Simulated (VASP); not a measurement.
# H3C2ClF4 in VASP: notebook

The runs below take H3C2ClF4 through single point, with LDA.

Everything below comes from runs of VASP 6.6.1. Logs are shortened: lines on timing, memory, paths and dates and some standing lists are left out, and cuts for length are marked.

## Step 1: The cell of the first run

The cell holds a disordered packing, 40 atoms: a = 8.366 Å, b = 8.366 Å, c = 8.366 Å, α = 90.00°, β = 90.00°, γ = 90.00°.

## Step 2: Single point, LDA

Contents of INCAR:

```
SYSTEM = H3C2ClF4
  PREC = Accurate
  ENCUT = 520
  EDIFF = 1E-6
  ISMEAR = -1
  SIGMA = 0.02
  LREAL = Auto
  LASPH = .True.
  NELM = 80
  ALGO = Normal
  ISIF = 2
  LWAVE = .False.
  LCHARG = .False.
  GGA = CA
  NBANDS = 118
```

Contents of KPOINTS:

```
Automatic mesh
0
Gamma
  1 1 1
  0 0 0
```

Contents of POSCAR:

```
H3C2ClF4
1.0
    8.3663050000      0.0000000000      0.0000000000
    0.0000000000      8.3663050000      0.0000000000
    0.0000000000      0.0000000000      8.3663050000
C Cl H F
8 4 12 16
Direct
    0.9565336483      0.7992326232      0.5690284965
    0.6252166379      0.0082095998      0.7436090695
    0.2559658764      0.7616663788      0.0461027626
    0.9777168523      0.2820041340      0.5175377332
    0.5580265637      0.5942540399      0.3549094780
    0.6374447990      0.5302441018      0.8125122482
    0.0572933422      0.2601934398      0.0161327120
    0.6263873814      0.1208412523      0.2380384934
    1.0206446131      0.9429274525      0.7119774757
    0.4159400340     -0.0276443858      0.7311594619
    0.1739059843      0.7029821746      0.2324123949
    1.1181460330      0.3942603924      0.6307760696
    0.8251033393      0.7934292208      0.5716777936
    0.9986454945      0.8366544268      0.4501147839
    1.0087470866      0.6817400661      0.6000129710
    0.6728878941      0.0223340515      0.6221026035
    0.6456308265      0.1179331258      0.8127746854
    0.6834772308     -0.0935227485      0.8027055606
    0.3408282271      0.8602113920      0.0662506503
    0.3179506760      0.6580897263     -0.0065268665
    0.1590220524      0.8016958802     -0.0335297449
    0.9171698293      0.3633440017      0.4340365945
    1.0438894897      0.1886365759      0.4527250305
    0.8920912785      0.2274791848      0.6019157693
    0.7058482501      0.5571390436      0.3993957439
    0.5323376939      0.7463757050      0.3860194485
    0.5436677354      0.5684601842      0.1998800978
    0.4559752842      0.5045351814      0.4330244331
    0.7323819375      0.6076999645      0.9120351331
    0.5280127745      0.4514072509      0.8937266060
    0.5672584377      0.6337494793      0.7166132151
    0.7227506974      0.4285856453      0.7269764077
    0.1342473775      0.3972888571      0.0073710205
    0.0154746126      0.2321358416      0.1667305105
   -0.0737850393      0.2662510930     -0.0727283462
    0.1503631515      0.1436504083     -0.0338292813
    0.6346194885      0.2094244202      0.3686123782
    0.6511387147      0.2118884560      0.1116741437
    0.7368196373      0.0085429231      0.2445169621
    0.4840255562      0.0547693399      0.2283167004
```

Potentials or basis: VASP PAW LDA potentials, release 64 (C, Cl, H, F).

Started as:

```sh
cat potpaw_LDA.64/C/POTCAR potpaw_LDA.64/Cl/POTCAR potpaw_LDA.64/H/POTCAR potpaw_LDA.64/F/POTCAR > POTCAR
mpirun -np 1 vasp_gam > vasp.out
```

OUTCAR:

```text
SYSTEM = H3C2ClF4
   PREC = Accurate
   ENCUT = 520
   EDIFF = 1E-6
   ISMEAR = -1
   LREAL = Auto
   LASPH = .True.
   NELM = 80
   ISIF = 2
   GGA = CA

 ion  position               nearest neighbor table
   1  0.957  0.799  0.569-  14 1.10  13 1.10  15 1.11   9 1.78
   2  0.625  0.008  0.744-  16 1.10  18 1.10  17 1.10  10 1.78
   3  0.256  0.762  0.046-  19 1.10  20 1.10  21 1.10  11 1.77
   4  0.978  0.282  0.518-  22 1.10  23 1.10  24 1.10  12 1.78
   5  0.558  0.594  0.355-  28 1.31  26 1.32  27 1.32  25 1.33
   6  0.637  0.530  0.813-  30 1.32  31 1.32  29 1.32  32 1.32
   7  0.057  0.260  0.016-  36 1.32  33 1.32  35 1.33  34 1.33
   8  0.626  0.121  0.238-  40 1.32  39 1.32  38 1.32  37 1.32
   9  0.021  0.943  0.712-   1 1.78
  10  0.416  0.972  0.731-   2 1.78
  11  0.174  0.703  0.232-   3 1.77
  12  0.118  0.394  0.631-   4 1.78
  13  0.825  0.793  0.572-   1 1.10
  14  0.999  0.837  0.450-   1 1.10
[... 24 lines left out ...]
  39  0.737  0.009  0.245-   8 1.32
  40  0.484  0.055  0.228-   8 1.32

  LATTYP: Found a simple cubic cell.
 ALAT       =     8.3663050000

  Lattice vectors:

 A1 = (   8.3663050000,   0.0000000000,   0.0000000000)
 A2 = (   0.0000000000,   8.3663050000,   0.0000000000)
 A3 = (   0.0000000000,   0.0000000000,   8.3663050000)

Analysis of symmetry for initial positions (statically):
=====================================================================
 Subroutine PRICEL returns:
 Original cell was already a primitive cell.

 Routine SETGRP: Setting up the symmetry group for a
 simple cubic supercell.

 Subroutine GETGRP returns: Found  1 space group operations
 (whereof  1 operations were pure point group operations)
 out of a pool of 48 trial point group operations.

The static configuration has the point symmetry C_1 .

Analysis of symmetry for dynamics (positions and initial velocities):
=====================================================================
 Subroutine PRICEL returns:
 Original cell was already a primitive cell.

 Routine SETGRP: Setting up the symmetry group for a
 simple cubic supercell.

 Subroutine GETGRP returns: Found  1 space group operations
 (whereof  1 operations were pure point group operations)
 out of a pool of 48 trial point group operations.

The dynamic configuration has the point symmetry C_1 .

 Subroutine INISYM returns: Found  1 space group operations
 (whereof  1 operations are pure point group operations),
 and found     1 'primitive' translations

----------------------------------------------------------------------------------------

                                     Primitive cell

  volume of cell :     585.6000

  direct lattice vectors                    reciprocal lattice vectors
     8.366305000  0.000000000  0.000000000     0.119527079  0.000000000  0.000000000
     0.000000000  8.366305000  0.000000000     0.000000000  0.119527079  0.000000000
     0.000000000  0.000000000  8.366305000     0.000000000  0.000000000  0.119527079

  length of vectors
     8.366305000  8.366305000  8.366305000     0.119527079  0.119527079  0.119527079

  position of ions in fractional coordinates (direct lattice)
     0.956533648  0.799232623  0.569028497
     0.625216638  0.008209600  0.743609070
     0.255965876  0.761666379  0.046102763
     0.977716852  0.282004134  0.517537733
     0.558026564  0.594254040  0.354909478
     0.637444799  0.530244102  0.812512248
[... 32 lines left out ...]
     0.736819637  0.008542923  0.244516962
     0.484025556  0.054769340  0.228316700

  ion indices of the primitive-cell ions
   primitive index   ion index
                 1           1
                 2           2
                 3           3
                 4           4
                 5           5
                 6           6
[... 32 lines left out ...]
                39          39
                40          40

----------------------------------------------------------------------------------------

 KPOINTS: Automatic mesh

Automatic generation of k-mesh.
 Grid dimensions read from file:
 generate k-points for:    1    1    1

 Generating k-lattice:

  Cartesian coordinates                     Fractional coordinates (reciprocal lattice)
     0.119527079  0.000000000  0.000000000     1.000000000  0.000000000  0.000000000
     0.000000000  0.119527079  0.000000000     0.000000000  1.000000000  0.000000000
     0.000000000  0.000000000  0.119527079     0.000000000  0.000000000  1.000000000

  Length of vectors
     0.119527079  0.119527079  0.119527079

  Shift w.r.t. Gamma in fractional coordinates (k-lattice)
     0.000000000  0.000000000  0.000000000

 Subroutine IBZKPT returns following result:
 ===========================================

 Found      1 irreducible k-points:

 Following reciprocal coordinates:
            Coordinates               Weight
  0.000000  0.000000  0.000000      1.000000
   k-points           NKPTS =      1   k-points in BZ     NKDIM =      1   number of bands    NBANDS=    118
   number of dos      NEDOS =    301   number of ions     NIONS =     40
   total plane-waves  NPLWV = 262144
   dimension x,y,z NGX =    64 NGY =   64 NGZ =   64
   dimension x,y,z NGXF=   128 NGYF=  128 NGZF=  128
   ions per type =               8   4  12  16
   NGX,Y,Z   is equivalent  to a cutoff of  12.72, 12.72, 12.72 a.u.
   NGXF,Y,Z  is equivalent  to a cutoff of  25.43, 25.43, 25.43 a.u.
 SYSTEM =  H3C2ClF4
   PREC   = accura    normal or accurate (medium, high low for compatibility)
   ISTART =      0    job   : 0-new  1-cont  2-samecut
   ICHARG =      2    charge: 1-file 2-atom 10-const
   ISPIN  =      1    spin polarized calculation?
   LNONCOLLINEAR =      F non collinear calculations
   LSORBIT =      F    spin-orbit coupling
   LASPH  =      T    aspherical Exc in radial PAW
   ENCUT  =  520.0 eV  38.22 Ry    6.18 a.u.  15.56 15.56 15.56*2*pi/ulx,y,z
   NELM   =     80;   NELMIN=  2; NELMDL= -5     # of ELM steps
   EDIFF  = 0.1E-05   stopping-criterion for ELM
   LREAL  =      T    real-space projection
   EDIFFG = 0.1E-04   stopping-criterion for IOM
   NSW    =      0    number of steps for IOM
[... 5 lines left out ...]
   TEBEG  =    0.0;   TEEND  =   0.0 temperature during run
   PSTRESS=    0.0 pullay stress
   NELECT =     184.0000    total number of electrons
   NUPDOWN=      -1.0000    fix difference up-down
   EMIN   =  10.00;   EMAX   =-10.00  energy-range for DOS
   EFERMI =   0.00;   METHOD = LEGACY
   ISMEAR =    -1;   SIGMA  =   0.02  broadening in eV -4-tet -1-fermi 0-gaus
   EFERMI_NEDOS =   21; number of points for ismear=-14 and -15
   IALGO  =     38    algorithm
   IMIX   =      4    mixing-type and parameters
     AMIX     =   0.40;   BMIX     =  1.00
     AMIX_MAG =   1.60;   BMIX_MAG =  1.00
  volume/ion in A,a.u.               =      14.64        98.80
  Fermi-wavevector in a.u.,A,eV,Ry     =   1.112962  2.103194 16.853330  1.238685
  Thomas-Fermi vector in A             =   2.249542
   LORBIT       =      0    0 simple, 1 ext, 2 COOP (PROOUT), +10 PAW based schemes
   GGA     = CA    functional components
   LHFCALC =     F    Hartree Fock is set to
   AEXX    =    0.0000 exact exchange contribution
   IVDW    =     0    specifies the selected vdW correction
   LEPSILON=     F    determine dielectric tensor
   LRPA    =     F    only Hartree local field effects (RPA)
 non-spin polarized calculation
  energy-cutoff  :      520.00
  volume of cell :      585.60
 maximum number of plane-waves:      7830
 NGX is ok and might be reduce to    64
   NGX = 31   NGY = 31   NGZ = 31

 number of electron     184.0000006 magnetization

 Free energy of the ion-electron system (eV)
  ---------------------------------------------------
  ext. energy  EPLUGINS =         0.00000000
  ---------------------------------------------------
  free energy    TOTEN  =      -208.63734686 eV

  energy without entropy =     -208.63734686  energy(sigma->0) =     -208.63734686

 E-fermi :  -1.8261     XC(G=0):  -7.6612

 val. band max:       -2.4078844546   @ k =   0.0000   0.0000   0.0000
 cond. band min:       2.9436272929   @ k =   0.0000   0.0000   0.0000
 fundamental gap:      5.3515117475
 Fermi energy:        -1.8260665513

 k-point     1 :       0.0000    0.0000    0.0000
  band No.  band energies     occupation
      1     -30.8064      2.00000
      2     -30.7326      2.00000
      3     -30.5468      2.00000
      4     -30.4644      2.00000
      5     -27.6283      2.00000
      6     -27.6225      2.00000
[... 96 lines left out ...]
    103       5.6569      0.00000
    104       5.7996      0.00000
 [bands above 104 left out]

------------------------ aborting loop because EDIFF is reached ----------------------------------------

  FORCE on cell =-STRESS in cart. coord.  units (eV):
  Direction    XX          YY          ZZ          XY          YZ          ZX
  --------------------------------------------------------------------------------------
  -------------------------------------------------------------------------------------
  Total       -0.4783364      0.9506095      1.7734705     -0.6393261     -0.0813699     -0.1877274
  in kB       -1.3087084      2.6008281      4.8521417     -1.7491698     -0.2226247     -0.5136143
  external PRESSURE =       2.0480871 kB  Pullay stress =       0.0000000 kB

 VOLUME and BASIS-vectors are now :
 -----------------------------------------------------------------------------
  energy-cutoff  :      520.00
  volume of cell :      585.60
      direct lattice vectors                 reciprocal lattice vectors
     8.366305000  0.000000000  0.000000000     0.119527079  0.000000000  0.000000000
     0.000000000  8.366305000  0.000000000     0.000000000  0.119527079  0.000000000
     0.000000000  0.000000000  8.366305000     0.000000000  0.000000000  0.119527079

 POSITION                                       TOTAL-FORCE (eV/Angst)
 -----------------------------------------------------------------------------------
      8.00265      6.68662      4.76067         0.045904      0.046522      0.083314
      5.23075      0.06868      6.22126        -0.093446     -0.017706     -0.006959
      2.14149      6.37233      0.38571         0.012782     -0.015249      0.007089
      8.17988      2.35933      4.32988         0.090124      0.099887      0.213446
      4.66862      4.97171      2.96928         0.041242     -0.006922     -0.017641
      5.33306      4.43618      6.79773         0.099357     -0.031528      0.010323
[... 32 lines left out ...]
      6.16446      0.07147      2.04570         0.382929     -0.398990      0.024106
      4.04951      0.45822      1.91017        -0.516880     -0.252539     -0.042738
 -----------------------------------------------------------------------------------
    total drift:                                0.004615      0.020623     -0.005446

  FREE ENERGIE OF THE ION-ELECTRON SYSTEM (eV)
  ---------------------------------------------------
  free  energy   TOTEN  =      -208.6373468630 eV

  energy  without entropy=     -208.6373468630  energy(sigma->0) =     -208.63734686
```

It took 2.7 min on 1 thread of Intel Xeon 8259CL, shared host; peak memory 0.43 GiB.

Results:

* Free energy: -208.6373 eV
* Pressure: 0.2 GPa
* Largest force: 0.585 eV/Å
* Band gap on the k mesh: 5.35 eV

Forces in eV/Å, atoms in the order of the input:
```
C    0.046  0.047  0.083
C   -0.093 -0.018 -0.007
C    0.013 -0.015  0.007
C    0.090  0.100  0.213
C    0.041 -0.007 -0.018
C    0.099 -0.032  0.010
C   -0.101  0.078 -0.044
C    0.020  0.028  0.031
Cl  -0.047 -0.175 -0.037
Cl   0.058  0.016 -0.014
Cl   0.038  0.019 -0.068
Cl  -0.160 -0.109 -0.136
H    0.028 -0.004 -0.002
H   -0.002 -0.004  0.013
H   -0.020  0.063 -0.006
H    0.020  0.008 -0.037
H    0.007  0.034  0.018
H    0.026 -0.041  0.016
H   -0.060 -0.061 -0.019
H   -0.045  0.062  0.032
H    0.046 -0.002  0.018
H    0.007 -0.007  0.008
H   -0.074  0.032  0.053
H    0.122  0.067 -0.174
F    0.478 -0.121  0.152
F   -0.091  0.547  0.121
F   -0.045 -0.080 -0.533
F   -0.378 -0.330  0.300
F    0.284  0.218  0.297
F   -0.384 -0.286  0.301
F   -0.241  0.380 -0.344
F    0.243 -0.309 -0.267
F    0.127  0.313  0.027
F   -0.100 -0.019  0.330
F   -0.227  0.016 -0.141
F    0.301 -0.376 -0.168
F    0.027  0.306  0.439
F    0.082  0.317 -0.435
F    0.383 -0.399  0.024
F   -0.517 -0.253 -0.043
```

Caveat: the k points lie up to 0.75 Å⁻¹ apart.

## Step 3: Single point, LDA

Contents of INCAR:

```
SYSTEM = H3C2ClF4
PREC = Accurate
ENCUT = 520
EDIFF = 1E-6
ISMEAR = -1
SIGMA = 0.02
LREAL = Auto
LASPH = .True.
NELM = 60
ALGO = Normal
ISIF = 2
LWAVE = .False.
LCHARG = .False.
NBANDS = 118
```

Contents of KPOINTS:

```
regular mesh
0
Gamma
  1 1 1
  0 0 0
```

Contents of POSCAR:

```
H3C2ClF4
1.0
    8.3663050000      0.0000000000      0.0000000000
    0.0000000000      8.3663050000      0.0000000000
    0.0000000000      0.0000000000      8.3663050000
C Cl H F
8 4 12 16
Direct
    0.9351798673      0.7949267927      0.6029184927
    0.6286526728      0.0171282304      0.7421675399
    0.2593259509      0.7627381502      0.0627397639
    0.9815444213      0.2710396047      0.5121257234
    0.5557292018      0.5803637329      0.3567883313
    0.6308997819      0.5268275541      0.8077400955
    0.0568829370      0.2599713972      0.0146540199
    0.6217918185      0.1112079944      0.2330419462
    1.0169005314      0.9490569612      0.7170788060
    0.4236517794     -0.0193753395      0.7207841455
    0.1710791084      0.7107677762      0.2527997724
    1.1068446584      0.3894311766      0.6341748239
    0.8040467088      0.7877790733      0.6100423066
    0.9590852832      0.8052419796      0.4727415508
    0.9869470453      0.6793441071      0.6435935577
    0.6685866700      0.0722660721      0.6310193090
    0.6515421085      0.0943905344      0.8434906449
    0.6934483024     -0.1010840508      0.7492196376
    0.3459233198      0.8609535512      0.0831549890
    0.3078658978      0.6495938171      0.0057851106
    0.1639552945      0.7879225058     -0.0235587873
    0.9116688909      0.3583899941      0.4405050975
    1.0568584339      0.2216271102      0.4126433354
    0.8996325140      0.2038414808      0.5851448160
    0.7031299959      0.5478523673      0.3979175992
    0.5287041292      0.7350078679      0.3846500934
    0.5355769363      0.5628410630      0.2035187577
    0.4521111769      0.4848855020      0.4323653034
    0.7260433369      0.6066118794      0.9073778687
    0.5323377524      0.4461826338      0.8970387764
    0.5493584085      0.6283777606      0.7181306443
    0.7244536268      0.4451786063      0.7082338021
    0.1399662097      0.3901722445      0.0128252556
    0.0239771321      0.2292409851      0.1643138757
   -0.0756486884      0.2644895208     -0.0644370484
    0.1516320526      0.1473649359     -0.0464243175
    0.6202379665      0.2069611376      0.3690757150
    0.6408802930      0.2082400773      0.1160010303
    0.7388685925      0.0082951793      0.2350858593
    0.4864513068      0.0413683221      0.2260496121
```

Potentials or basis: VASP PAW LDA potentials, release 64 (C, Cl, H, F).

Started as:

```sh
cat potpaw_LDA.64/C/POTCAR potpaw_LDA.64/Cl/POTCAR potpaw_LDA.64/H/POTCAR potpaw_LDA.64/F/POTCAR > POTCAR
mpirun -np 1 vasp_gam > vasp.out
```

It took 2.6 min on 1 thread of Intel Xeon 8259CL, shared host; peak memory 0.43 GiB.

It converged, with:

| Property | Result |
| --- | --- |
| Free energy | -207.5404 eV |
| Pressure | 1.0 GPa |
| Largest force | 2.904 eV/Å |
| Band gap on the k mesh | 5.24 eV |

Forces in eV/Å, atoms in the order of the input:
```
C    0.018 -1.038 -0.716
C    0.518 -1.208 -0.560
C   -0.146 -1.318 -0.147
C    0.485  1.916 -1.873
C   -1.131  0.623  0.207
C    0.957  1.277 -0.212
C    1.397 -1.109 -0.043
C    0.589  1.582  2.363
Cl  -0.038  0.018  0.068
Cl  -0.551 -0.074  0.114
Cl   0.258  0.134 -0.653
Cl   0.093 -0.150  0.184
H   -0.020  0.135  0.324
H    0.369  0.315  0.275
H   -0.120  0.213 -0.088
H    0.195  0.342 -0.209
H    0.123  0.199  0.424
H   -0.471  0.867  0.393
H   -0.270 -0.423 -0.328
H    0.309  0.814  0.847
H   -0.246  0.791  0.190
H   -0.214 -0.013  0.375
H   -0.386 -0.705  1.193
H   -0.007 -0.861  0.144
F    0.762 -0.424  0.347
F   -0.178  0.089  0.849
F    0.094 -0.742 -1.539
F    0.479  0.528  0.144
F    0.348  0.391  0.084
F   -0.479 -1.313 -0.110
F   -0.432  0.456 -0.146
F   -0.368 -0.889  0.433
F    0.367  2.089 -0.472
F   -0.450 -0.747  1.445
F   -1.265  0.492 -1.002
F   -0.047 -0.669  0.011
F    0.459 -1.054 -0.513
F    0.285  1.365 -2.120
F    0.705 -0.604  0.477
F   -1.991 -1.294 -0.162
```

Stress tensor (GPa, compression positive):
```
 1.05  0.22  0.60
 0.22  1.12 -0.92
 0.60 -0.92  0.92
```

Levels at points of the mesh, in eV from the valence-band top:
| k point | band 88 | band 89 | band 90 | band 91 | band 92 | band 93 | band 94 | band 95 | band 96 | band 97 |
| --- | --- | --- | --- | --- | --- | --- | --- | --- | --- | --- |
| (0.00, 0.00, 0.00) | -0.46 | -0.30 | -0.29 | -0.22 | 0.00 | 5.24 | 5.80 | 6.07 | 6.42 | 6.68 |

Caveat: the k points lie up to 0.75 Å⁻¹ apart.
